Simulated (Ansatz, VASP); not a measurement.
Si in VASP and in Ansatz

File INCAR:

```
SYSTEM = Si
  ALGO = Normal
  EDIFF = 1E-6
  ENCUT = 500
  GGA_COMPAT = .FALSE.
  ISIF = 2
  ISMEAR = 0
  LASPH = .TRUE.
  LCHARG = .TRUE.
  LELF = .TRUE.
  LREAL = .FALSE.
  LVHAR = .TRUE.
  LWAVE = .FALSE.
  NBANDS = 16
  NELM = 120
  PREC = Accurate
  SIGMA = 0.03
```

The input KPOINTS:

```
k-points
0
G
  12 12 6
  0 0 0
```

The input POSCAR:

```
Si
1.0
    3.7803108686      0.0111951733      0.0626910166
   -1.8804601299      3.3281167705     -0.0684298760
    0.1037017011     -0.0708338447      6.2307140559
Si
4
Direct
    0.3416399856      0.6846154096      0.0628913599
    0.6687516368      0.3439801005      0.5593327598
    0.3217235442      0.6402141762      0.4418002642
    0.6678848334      0.3311903136      0.9359756161
```

Input for Ansatz:

```yaml
crystal:
  lattice:
    - [3.7803108686, 0.0111951733, 0.0626910166]
    - [-1.8804601299, 3.3281167705, -0.068429876]
    - [0.1037017011, -0.0708338447, 6.2307140559]
  atoms:
    - { symbol: Si, position: [0.3416399856, 0.6846154096, 0.0628913599] }
    - { symbol: Si, position: [0.6687516368, 0.3439801005, 0.5593327598] }
    - { symbol: Si, position: [0.3217235442, 0.6402141762, 0.4418002642] }
    - { symbol: Si, position: [0.6678848334, 0.3311903136, 0.9359756161] }
basis:
  ecutwfc: 420
kpoints:
  mp_grid: { grid: [12, 12, 6] }
hamiltonian:
  xc: lda
scf:
  occupations: { method: gaussian, width: 0.03 }
output:
  forces: true
  stress: true
  eigenvalues: true
```

Change from the starting cell: all atoms moved at random, sigma 0.05 Å a component, cell strained at random, sigma 0.01.

Alike in both runs: task single point; functional LDA; k mesh 12 × 12 × 6; occupations gaussian, width 0.03 eV; no spin polarisation.

|  | VASP | Ansatz |
| --- | --- | --- |
| version | VASP 6.6.1 | Ansatz 0.2.0 |
| potentials or method | VASP PAW LDA potentials, release 64 (Si), cutoff 500 eV | scalar-relativistic, plane waves, PAW |
| valence electrons in the cell | 16 | 16 |

VASP gave:

```
gap on the k mesh at the Fermi level (eV)                     : none
pressure (GPa)                                                : 0.6
traceless stress, the component that is largest in VASP (GPa) : -2.88
rms of the force components (eV/Å)                            : 0.703
```

Task: Estimate Ansatz's values.

Result: gap on the k mesh at the Fermi level (eV): none; pressure (GPa): 0.6; traceless stress, the component that is largest in VASP (GPa): -2.87; rms of the force components (eV/Å): 0.703.

LDA's correlation is that of Perdew and Zunger in VASP and of Perdew and Wang (1992) in Ansatz. Atom by atom the forces differ by 0.001 eV/Å (rms over components). A gap of «none» marks a metal or a gap that the smearing closes.
